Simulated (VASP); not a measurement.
# TePt3: single point with PBE

Crystal: TePt3.

```
CELL_PARAMETERS angstrom
5.69431 0.00000 0.00000
-2.84715 4.93142 0.00000
0.00000 0.00000 5.00628
ATOMIC_POSITIONS crystal
Te 0.33333 0.66667 0.25000
Te 0.66667 0.33333 0.75000
Pt 0.83553 0.67107 0.25000
Pt 0.16447 0.83553 0.75000
Pt 0.32893 0.16447 0.25000
Pt 0.16447 0.32893 0.75000
Pt 0.83553 0.16447 0.25000
Pt 0.67107 0.83553 0.75000
```

| Quantity | Value |
| --- | --- |
| Program | VASP 6.6.1 |
| Task | single point |
| Functional | PBE |
| Potentials or basis | VASP PAW PBE potentials, release 64 (Te, Pt) |
| Cutoff | 520 eV |
| k mesh | 12 × 12 × 8 |
| Occupations | gaussian, width 0.1 eV |
| Spin | no spin polarisation |
| Dipole correction | no |
| Further INCAR settings | ALGO = Fast; EDIFF = 1e-07; NBANDS = 46 |

```
Pressure               : -0.3 GPa
Largest force          : 0.004 eV/Å
Band gap on the k mesh : zero (band 36 reaches 11.92 eV, above the bottom of band 37 at 10.48 eV)
```

Forces on the atoms (eV/Å):
```
Te   0.000  0.000  0.000
Te   0.000  0.000  0.000
Pt   0.000 -0.004  0.000
Pt   0.004 -0.002  0.000
Pt   0.004  0.002  0.000
Pt   0.000  0.004  0.000
Pt  -0.004  0.002  0.000
Pt  -0.004 -0.002  0.000
```

Stress tensor (GPa, compression positive):
```
-0.26  0.00  0.00
 0.00 -0.26  0.00
 0.00  0.00 -0.43
```

Levels at points of the mesh, in eV from the Fermi level:
| k point | band 34 | band 35 | band 36 | band 37 | band 38 | band 39 |
| --- | --- | --- | --- | --- | --- | --- |
| (0.00, 0.00, 0.00) | -0.38 | -0.05 | 0.10 | 0.18 | 0.18 | 0.49 |
| (0.50, 0.00, 0.00) | -0.55 | -0.48 | 0.35 | 0.52 | 0.90 | 0.97 |
| (0.00, 0.00, 0.50) | -0.44 | -0.44 | -0.44 | 0.03 | 0.03 | 0.31 |
| (0.50, 0.00, 0.50) | -0.97 | -0.67 | -0.67 | 0.45 | 0.45 | 2.17 |

Wall time 6.5 min on 1 thread of Intel(R) Xeon(R) 6975P-C (Granite Rapids), on a shared host, peak memory 0.59 GiB.

Caveat: spin-orbit coupling is left out, which moves the levels of the heavy elements.
